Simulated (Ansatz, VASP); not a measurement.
## Two plane-wave programs on C

The input INCAR:

```
SYSTEM = C
PREC = Accurate
ENCUT = 520
EDIFF = 1E-6
ISMEAR = 0
SIGMA = 0.15
LREAL = .False.
LASPH = .True.
NELM = 60
ALGO = Normal
ISIF = 2
LWAVE = .False.
LCHARG = .False.
GGA = PE
IVDW = 12
NBANDS = 11
```

The input KPOINTS:

```
Automatic mesh
0
Gamma
  30 30 8
  0 0 0
```

POSCAR

```
C
1.0
    2.4561701622      0.0000000000      0.0000000000
   -1.2280850811      2.1271057565      0.0000000000
    0.0000000000      0.0000000000      8.5238033600
C
2
Direct
    0.0701552476      0.3845932445      0.0000000000
    0.6666666667      0.3333333333      0.0000000000
```

Input for Ansatz:

```yaml
crystal:
  lattice:
    - [2.4561701622, 0.0, 0.0]
    - [-1.2280850811, 2.1271057565, 0.0]
    - [0.0, 0.0, 8.52380336]
  atoms:
    - { symbol: C, position: [0.0701552476, 0.3845932445, 0.0] }
    - { symbol: C, position: [0.6666666667, 0.3333333333, 0.0] }
basis:
  ecutwfc: 420
kpoints:
  mp_grid: { grid: [30, 30, 8] }
hamiltonian:
  xc: pbe
  dispersion: d3bj
scf:
  occupations: { method: gaussian, width: 0.15 }
output:
  forces: true
  stress: true
  eigenvalues: true
```

Alike in both runs: task single point; functional PBE; dispersion D3(BJ); k mesh 30 × 30 × 8; occupations gaussian, width 0.15 eV; no spin polarisation.

```csv
,VASP,Ansatz
version,VASP 6.6.1,Ansatz 0.2.0
potentials or method,"VASP PAW PBE potentials, release 64 (C), cutoff 520 eV","scalar-relativistic, plane waves, PAW"
valence electrons in the cell,8,8
```

```tsv
	VASP	Ansatz	Ansatz less VASP
gap on the k mesh at the Fermi level (eV)	1.73	1.78	+0.051
least direct gap on the mesh (eV)	2.38	2.44	+0.055
rms of the force components (eV/Å)	39.488	38.062	-1.4268
```

Atom by atom the forces differ by 1.427 eV/Å (rms over components).

Noted on VASP's run: the cell as given lies far from equilibrium.
